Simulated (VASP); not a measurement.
# NaCl in VASP: a series of runs, part 2 of 3

VASP 6.6.1. The steps go on from the part before.

## (3) Single point, PBE (shear xy strain +0.5%)

Contents of INCAR:

```
ALGO = Normal
EDIFF = 1E-6
ENCUT = 520
GGA = PE
ISIF = 2
ISMEAR = -1
LASPH = T
LCHARG = F
LREAL = F
LWAVE = F
NBANDS = 14
NELM = 80
PREC = Accurate
SIGMA = 0.02
```

Contents of KPOINTS:

```
k-points
0
Gamma
  8 8 8
```

Contents of POSCAR:

```
NaCl
1.0
    3.4595458397      0.0077839781      0.0000000000
    0.0077839781      3.4595458397      0.0000000000
    0.0000000000      0.0000000000      3.4595458397
Na Cl
1 1
Direct
    0.0000000000      0.0000000000      0.0000000000
    0.5000000000      0.5000000000      0.5000000000
```

Potentials or basis: VASP PAW PBE potentials, release 64 (Na_pv, Cl).

Run with:

```
cat potpaw_PBE.64/Na_pv/POTCAR potpaw_PBE.64/Cl/POTCAR > POTCAR
mpirun -np 1 vasp_std > vasp.out
```

Wall time 34 s (1 thread of AMD EPYC 7R13 (Zen 3), shared host); peak memory 0.15 GiB.

It converged, with:

| Quantity | Value |
| --- | --- |
| Free energy | -6.4628 eV |
| Pressure | 1.1 GPa |
| Band gap on the k mesh | 4.10 eV (least direct gap 4.62 eV) |

Levels at points of the mesh, in eV from the valence-band top:
| k point | band 4 | band 5 | band 6 | band 7 | band 8 | band 9 | band 10 | band 11 |
| --- | --- | --- | --- | --- | --- | --- | --- | --- |
| (0.00, 0.00, 0.00) | -13.51 | -0.53 | -0.52 | -0.51 | 4.10 | 8.54 | 8.54 | 16.02 |
| (0.50, 0.00, 0.00) | -13.11 | -3.11 | -0.27 | -0.27 | 7.04 | 8.82 | 10.50 | 11.93 |
| (0.50, 0.50, 0.00) | -12.82 | -2.40 | -2.38 | 0.00 | 5.54 | 9.96 | 11.25 | 11.30 |
| (0.00, 0.00, 0.50) | -13.11 | -3.11 | -0.28 | -0.27 | 7.04 | 8.82 | 10.50 | 11.93 |
| (0.50, 0.00, 0.50) | -12.82 | -2.39 | -2.39 | 0.00 | 5.54 | 9.96 | 11.27 | 11.27 |
| (0.50, 0.50, 0.50) | -12.52 | -1.96 | -1.96 | -1.95 | 7.10 | 7.12 | 7.14 | 11.95 |

Caveat: the cell differs from its parent crystal (shear xy strain +0.5%).

## (4) Single point, r2SCAN (epitaxial xy strain -0.9%)

Contents of POSCAR:

```
NaCl
1.0
    3.4301397001      0.0000000000      0.0000000000
    0.0000000000      3.4301397001      0.0000000000
    0.0000000000      0.0000000000      3.4614215117
Na Cl
1 1
Direct
    0.0000000000      0.0000000000      0.0000000000
    0.5000000000      0.5000000000      0.5000000000
```

Contents of INCAR.step1:

```
ALGO = Normal
EDIFF = 1E-4
ENCUT = 520
GGA = PE
ISMEAR = 0
LASPH = T
LCHARG = F
LREAL = F
LWAVE = T
NBANDS = 14
NELM = 100
PREC = Accurate
SIGMA = 0.01
```

Contents of INCAR.step2:

```
ALGO = Normal
EDIFF = 1E-6
ENCUT = 520
ISIF = 2
ISMEAR = 0
ISTART = 1
LASPH = T
LCHARG = T
LELF = T
LMIXTAU = T
LREAL = F
LVHAR = T
LWAVE = F
METAGGA = R2SCAN
NBANDS = 14
NELM = 100
PREC = Accurate
SIGMA = 0.01
```

KPOINTS is that of step 3.

Potentials or basis: VASP PAW PBE potentials, release 64 (Na_pv, Cl).

Run with:

```
cat potpaw_PBE.64/Na_pv/POTCAR potpaw_PBE.64/Cl/POTCAR > POTCAR
cp INCAR.step1 INCAR
mpirun -np 1 vasp_std > vasp.out
cp INCAR.step2 INCAR
mpirun -np 1 vasp_std > vasp.out
```

OUTCAR:

```text
EDIFF = 1E-6
   ENCUT = 520
   ISIF = 2
   ISMEAR = 0
   ISTART = 1
   LASPH = T
   LREAL = F
   METAGGA = R2SCAN
   NELM = 100
   PREC = Accurate

 ion  position               nearest neighbor table
   1  0.000  0.000  0.000-
   2  0.500  0.500  0.500-

  LATTYP: Found a simple tetragonal cell.
 ALAT       =     3.4301397001
 C/A-ratio  =     1.0091196903

  Lattice vectors:

 A1 = (   3.4301397001,   0.0000000000,   0.0000000000)
 A2 = (   0.0000000000,   3.4301397001,   0.0000000000)
 A3 = (   0.0000000000,   0.0000000000,   3.4614215117)

Analysis of symmetry for initial positions (statically):
=====================================================================
 Subroutine PRICEL returns:
 Original cell was already a primitive cell.

 Routine SETGRP: Setting up the symmetry group for a
 simple tetragonal supercell.

 Subroutine GETGRP returns: Found 16 space group operations
 (whereof 16 operations were pure point group operations)
 out of a pool of 16 trial point group operations.

The static configuration has the point symmetry D_4h.

Analysis of symmetry for dynamics (positions and initial velocities):
=====================================================================
 Subroutine PRICEL returns:
 Original cell was already a primitive cell.

 Routine SETGRP: Setting up the symmetry group for a
 simple tetragonal supercell.

 Subroutine GETGRP returns: Found 16 space group operations
 (whereof 16 operations were pure point group operations)
 out of a pool of 16 trial point group operations.

The dynamic configuration has the point symmetry D_4h.

 Subroutine INISYM returns: Found 16 space group operations
 (whereof 16 operations are pure point group operations),
 and found     1 'primitive' translations

----------------------------------------------------------------------------------------

                                     Primitive cell

  volume of cell :      40.7266

[... 117 lines left out ...]
   LEPSILON=     F    determine dielectric tensor
   LRPA    =     F    only Hartree local field effects (RPA)
 non-spin polarized calculation
 Gauss-broadening in eV      SIGMA  =   0.01
  energy-cutoff  :      520.00
  volume of cell :       40.73
 maximum number of plane-waves:      1108
 NGX is ok and might be reduce to    28
   NGX = 13   NGY = 13   NGZ = 13

 number of electron      14.0000008 magnetization

 Free energy of the ion-electron system (eV)
  ---------------------------------------------------
  ext. energy  EPLUGINS =         0.00000000
  ---------------------------------------------------
  free energy    TOTEN  =       -13.46501605 eV

  energy without entropy =      -13.46501605  energy(sigma->0) =      -13.46501605

 E-fermi :   0.5853     XC(G=0):  -9.1557

 val. band max:        0.4392964660   @ k =   0.5000   0.0000   0.5000
 cond. band min:       5.4321712368   @ k =   0.0000   0.0000   0.0000
 fundamental gap:      4.9928747708
 Fermi energy:         0.5852624109

 k-point     1 :       0.0000    0.0000    0.0000
  band No.  band energies     occupation
      1     -22.3669      2.00000
      2     -22.3669      2.00000
      3     -22.3658      2.00000
      4     -13.7396      2.00000
      5      -0.1877      2.00000
      6      -0.1030      2.00000
      7      -0.1030      2.00000
      8       5.4322      0.00000
      9       9.4936      0.00000
     10       9.5826      0.00000
     11      17.2294      0.00000
     12      17.2294      0.00000
     13      17.3737      0.00000
     14      17.7980      0.00000
[... 377 lines left out ...]
      1     -22.4120      2.00000
      2     -22.3681      2.00000
      3     -22.3661      2.00000
      4     -13.2272      2.00000
      5      -2.6092      2.00000
      6      -0.2818      2.00000
      7      -0.1894      2.00000
      8       9.1899      0.00000
      9       9.4056      0.00000
     10      11.1863      0.00000
     11      12.3776      0.00000
     12      14.3183      0.00000
     13      15.5541      0.00000
     14      16.7974      0.00000

 [... further k-points ...]

------------------------ aborting loop because EDIFF is reached ----------------------------------------

  FORCE on cell =-STRESS in cart. coord.  units (eV):
  Direction    XX          YY          ZZ          XY          YZ          ZX
  --------------------------------------------------------------------------------------
  -------------------------------------------------------------------------------------
  Total        0.1405192      0.1405192     -0.0814747      0.0000000      0.0000000      0.0000000
  in kB        5.5280004      5.5280004     -3.2052007      0.0000000      0.0000000      0.0000000
  external PRESSURE =       2.6169333 kB  Pullay stress =       0.0000000 kB

 VOLUME and BASIS-vectors are now :
 -----------------------------------------------------------------------------
  energy-cutoff  :      520.00
  volume of cell :       40.73
      direct lattice vectors                 reciprocal lattice vectors
     3.430139700  0.000000000  0.000000000     0.291533316  0.000000000  0.000000000
     0.000000000  3.430139700  0.000000000     0.000000000  0.291533316  0.000000000
     0.000000000  0.000000000  3.461421512     0.000000000  0.000000000  0.288898649

 POSITION                                       TOTAL-FORCE (eV/Angst)
 -----------------------------------------------------------------------------------
      0.00000      0.00000      0.00000         0.000000      0.000000      0.000000
      1.71507      1.71507      1.73071         0.000000      0.000000      0.000000
 -----------------------------------------------------------------------------------
    total drift:                               -0.000000      0.000000      0.000000

  FREE ENERGIE OF THE ION-ELECTRON SYSTEM (eV)
  ---------------------------------------------------
  free  energy   TOTEN  =       -13.4650160541 eV

  energy  without entropy=      -13.4650160541  energy(sigma->0) =      -13.46501605
```

OUTCAR.step1:

```text
EDIFF = 1E-4
   ENCUT = 520
   GGA = PE
   ISMEAR = 0
   LASPH = T
[... 630 lines left out ...]
 -----------------------------------------------------------------------------------
      0.00000      0.00000      0.00000         0.000000      0.000000      0.000000
      1.71507      1.71507      1.73071         0.000000      0.000000      0.000000
 -----------------------------------------------------------------------------------
    total drift:                               -0.000000      0.000000      0.000000

  FREE ENERGIE OF THE ION-ELECTRON SYSTEM (eV)
  ---------------------------------------------------
  free  energy   TOTEN  =        -6.4561981211 eV

  energy  without entropy=       -6.4561981211  energy(sigma->0) =       -6.45619812
```

OSZICAR.step1:

```text
N       E                     dE             d eps       ncg     rms          rms(c)
DAV:   1     0.100963341020E+03    0.10096E+03   -0.69502E+03  2106   0.102E+03
DAV:   2     0.119940429586E+01   -0.99764E+02   -0.90189E+02  2364   0.279E+02
DAV:   3    -0.657853961754E+01   -0.77779E+01   -0.77270E+01  2694   0.721E+01
DAV:   4    -0.669809785939E+01   -0.11956E+00   -0.11951E+00  2394   0.933E+00
DAV:   5    -0.670064148022E+01   -0.25436E-02   -0.25435E-02  2768   0.141E+00    0.237E+00
DAV:   6    -0.648508395388E+01    0.21556E+00   -0.28638E-01  2682   0.343E+00    0.169E+00
DAV:   7    -0.645624687463E+01    0.28837E-01   -0.90789E-02  2946   0.185E+00    0.116E+00
DAV:   8    -0.645638408401E+01   -0.13721E-03   -0.10526E-02  2316   0.942E-01    0.440E-01
DAV:   9    -0.645613525579E+01    0.24883E-03   -0.47990E-04  2610   0.166E-01    0.188E-01
DAV:  10    -0.645619812115E+01   -0.62865E-04   -0.20828E-04  2334   0.112E-01
   1 F= -.64561981E+01 E0= -.64561981E+01  d E =-.471825E-95
```

Wall time 1.7 min (1 thread of AMD EPYC 7R13 (Zen 3), shared host); peak memory 0.15 GiB.

What came out:

- Free energy: -13.4650 eV
- Pressure: 0.3 GPa
- Band gap on the k mesh: 4.99 eV (least direct gap 5.54 eV)

Levels at points of the mesh, in eV from the valence-band top:
```tsv
k point	band 5	band 6	band 7	band 8	band 9	band 10
(0.00, 0.00, 0.00)	-0.63	-0.54	-0.54	4.99	9.05	9.14
(0.50, 0.00, 0.00)	-3.23	-0.36	-0.28	7.85	9.91	11.21
(0.50, 0.50, 0.00)	-2.51	-2.51	-0.06	6.25	10.68	12.28
(0.00, 0.00, 0.50)	-3.22	-0.30	-0.30	7.88	9.85	11.22
(0.50, 0.00, 0.50)	-2.54	-2.51	0.00	6.20	10.78	12.26
(0.50, 0.50, 0.50)	-2.10	-2.10	-2.07	7.73	7.73	7.73
```

Caveat: the cell differs from its parent crystal (epitaxial xy strain -0.9%); the PAW data sets were made with another functional, which shifts forces and pressure a little.

(Continued in part 3 of 3.)
